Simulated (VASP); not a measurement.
The system is In.

```
In
1.0
    -1.62547    1.62547    2.47370
     1.62547   -1.62547    2.47370
     1.62547    1.62547   -2.47370
In
1
Direct
  0.00000 0.00000 0.00000
```

| Quantity | Value |
| --- | --- |
| Program | VASP 6.6.1 |
| Task | relaxation of cell and atoms |
| Functional | PBE |
| Potentials or basis | VASP PAW PBE potentials, release 64 (In_d) |
| Cutoff | 600 eV |
| k mesh | 17 × 17 × 17 |
| Occupations | fermi-dirac, width 0.05 eV |
| Spin | no spin polarisation |

At the start: pressure 2.0 GPa; volume 26.14 Å³/atom.

Question: How do energy, volume and symmetry change on relaxing?

Answer: Over 9 steps the energy falls by 9.2 meV/atom and the volume is 27.48 Å³/atom (+5.1 %); space group I4/mmm (No. 139, to 0.05 Å).

The path:
```tsv
step	energy change (eV)	largest force (eV/Å)	pressure (GPa)	volume (Å³)
1	0.0000	0.0000	2.02	26.14
2	-0.0083	0.0000	0.07	27.41
3	-0.0083	0.0000	0.02	27.48
4	-0.0083	0.0000	-0.15	27.60
5	-0.0083	0.0000	-0.04	27.50
6	-0.0085	0.0000	-0.03	27.50
7	-0.0089	0.0000	-0.05	27.49
8	-0.0092	0.0000	-0.02	27.47
9	-0.0092	0.0000	-0.02	27.48
```

Final structure:
```
In
1.0
    -1.63476    1.63476    2.57052
     1.63476   -1.63476    2.57052
     1.63476    1.63476   -2.57052
In
1
Cartesian
  0.0000 0.0000 0.0000
```
